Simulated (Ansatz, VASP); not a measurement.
Two plane-wave programs on InAs

Contents of INCAR:

```
  PREC = Accurate
  ENCUT = 500
  EDIFF = 1E-6
  ISMEAR = 0
  SIGMA = 0.1
  LREAL = False
  LASPH = True
  NELM = 120
  ALGO = Normal
  ISIF = 2
  LWAVE = False
  LCHARG = False
  GGA = PE
  NBANDS = 16
  GGA_COMPAT = False
```

File KPOINTS:

```
Automatic mesh
0
Gamma
  6 6 6
```

POSCAR

```
InAs
1.0
    0.0000000000      2.8773040000      2.8773040000
    2.8773040000      0.0000000000      2.8773040000
    2.8773040000      2.8773040000      0.0000000000
In As
1 1
Direct
    0.5000000000      0.5000000000      0.5000000000
    0.0000000000      0.0000000000      0.0000000000
```

Input for Ansatz:

```yaml
crystal:
  lattice:
    - [0.0, 2.877304, 2.877304]
    - [2.877304, 0.0, 2.877304]
    - [2.877304, 2.877304, 0.0]
  atoms:
    - { symbol: In, position: [0.5, 0.5, 0.5] }
    - { symbol: As, position: [0.0, 0.0, 0.0] }
basis:
  ecutwfc: 420
kpoints:
  mp_grid: { grid: [6, 6, 6] }
hamiltonian:
  xc: pbe
scf:
  occupations: { method: gaussian, width: 0.1 }
output:
  forces: true
  stress: true
  eigenvalues: true
```

Alike in both runs: task single point; functional PBE; k mesh 6 × 6 × 6; occupations gaussian, width 0.1 eV; no spin polarisation.

|  | VASP | Ansatz |
| --- | --- | --- |
| version | VASP 6.6.1 | Ansatz 0.2.0 |
| potentials or method | VASP PAW PBE potentials, release 64 (In_d, As), cutoff 500 eV | scalar-relativistic, plane waves, PAW |
| valence electrons in the cell | 18 | 28 |

Ansatz gave:

| Item | Value |
| --- | --- |
| gap on the k mesh at the Fermi level (eV) | none |
| pressure (GPa) | -0.1 |

Problem. What did VASP give for the same quantities?

Solution. gap on the k mesh at the Fermi level (eV): none; pressure (GPa): 0.1.

A gap of «none» marks a metal or a gap that the smearing closes. VASP's potentials hold 18 valence electrons a cell and Ansatz's 28, so a difference there can come from the potentials and not from the codes.
